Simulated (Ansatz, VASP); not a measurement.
One calculation of Ge, two programs

```xyz
2
Lattice="0.0000 2.9184 2.9184 2.9184 0.0000 2.9184 2.9184 2.9184 0.0000" Properties=species:S:1:pos:R:3 pbc="T T T"
Ge    2.9184    2.9184    2.9184
Ge    4.3776    4.3776    4.3776
```

Alike in both runs: task single point; functional PBE; k mesh 14 × 14 × 14; occupations gaussian, width 0.15 eV; no spin polarisation.

```csv
,VASP,Ansatz
version,VASP 6.6.1,Ansatz 0.2.0
potentials or method,"VASP PAW PBE potentials, release 64 (Ge_d), cutoff 520 eV","scalar-relativistic, plane waves, PAW"
valence electrons in the cell,28,28
```

Ansatz gave:

```
gap on the k mesh at the Fermi level (eV) : none
pressure (GPa)                            : -2.1
```

Task: Which values does VASP return?

Result: gap on the k mesh at the Fermi level (eV): none; pressure (GPa): -2.2.

A gap of «none» marks a metal or a gap that the smearing closes. The functional is the same, so the differences come from potentials, cutoffs and numerics.
